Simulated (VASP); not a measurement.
Here is a VASP 6.6.1 calculation.

POSCAR

```
Cu
1.0
   -1.4421737998      1.4421737998      1.4421737998
    1.4421737998     -1.4421737998      1.4421737998
    1.4421737998      1.4421737998     -1.4421737998
Cu
1
Direct
    0.0000000000      0.0000000000      0.0000000000
```

The input INCAR.step1:

```
PREC = Accurate
ENCUT = 610
EDIFF = 1E-6
ISMEAR = 0
SIGMA = 0.05
LREAL = False
LASPH = True
NELM = 200
ALGO = Normal
ISIF = 2
LWAVE = False
LCHARG = True
MAGMOM = 0 0 0
LSORBIT = True
GGA_COMPAT = False
LORBMOM = True
LMAXMIX = 4
GGA = PE
NBANDS = 30
NEDOS = 2001
LORBIT = 11
```

KPOINTS.step1

```
regular mesh
0
Gamma
  20 20 20
```

The input INCAR.step2:

```
PREC = Accurate
ENCUT = 610
EDIFF = 1E-6
ISMEAR = -5
SIGMA = 0.05
LREAL = False
LASPH = True
NELM = 200
ALGO = Normal
ISIF = 2
LWAVE = False
LCHARG = False
MAGMOM = 0 0 0
LORBIT = 10
LSORBIT = True
GGA_COMPAT = False
LORBMOM = True
LMAXMIX = 4
GGA = PE
NEDOS = 2001
ICHARG = 11
```

KPOINTS.step2

```
regular mesh
0
Gamma
  30 30 30
```

Potentials or basis: VASP PAW PBE potentials, release 64 (Cu_sv_GW).

The run is started by

```sh
$ cat potpaw_PBE.64/Cu_sv_GW/POTCAR > POTCAR
$ cp INCAR.step1 INCAR
$ cp KPOINTS.step1 KPOINTS
$ mpirun -np 1 vasp_ncl > vasp.out
$ cp INCAR.step2 INCAR
$ cp KPOINTS.step2 KPOINTS
$ mpirun -np 1 vasp_ncl > vasp.out
```

(1) What does it give for the net moment?

Results:

(1) 0.00 μB per cell.
